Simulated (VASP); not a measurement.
Runs of VASP 6.6.1 on GaW2. The structure is that of space group Fm-3m (No. 225), or close to it. The cells are those of the table. 

```csv
task,cell,k mesh,cutoff (eV),gap on the mesh (eV),pressure (GPa),relaxed volume (Å³/atom)
single point,"a = 4.208 Å, angles 60.0°, 3 atoms",14 × 14 × 14,520,none,0.4,-
relaxation of cell and atoms,"relaxed from a = 4.207 Å, angles 60.0°, 3 atoms",14 × 14 × 14,600,-,0.0,17.60
relaxation of cell and atoms,"relaxed from a = 4.095 Å, angles 60.0°, 3 atoms",6 × 6 × 6,600,-,-0.1,17.60
single point,"a = 4.207 Å, angles 60.0°, 3 atoms",6 × 6 × 6,520,none,(a),-
```

Alike in all rows: level PBE; potentials or basis VASP PAW PBE potentials, release 64 (Ga_d, W_sv); no spin polarisation; smearing gaussian 0.1 eV.

Estimate the missing entries.

(a) 0.5.

Caveats: spin-orbit coupling is left out, which moves the levels of the heavy elements; the highest band is partly filled, so the run has too few bands (at least some runs).

A k mesh can miss the band edges, and the runs leave out spin-orbit coupling on Ga, W.

A gap of «none» marks levels without a gap at the run's occupations.
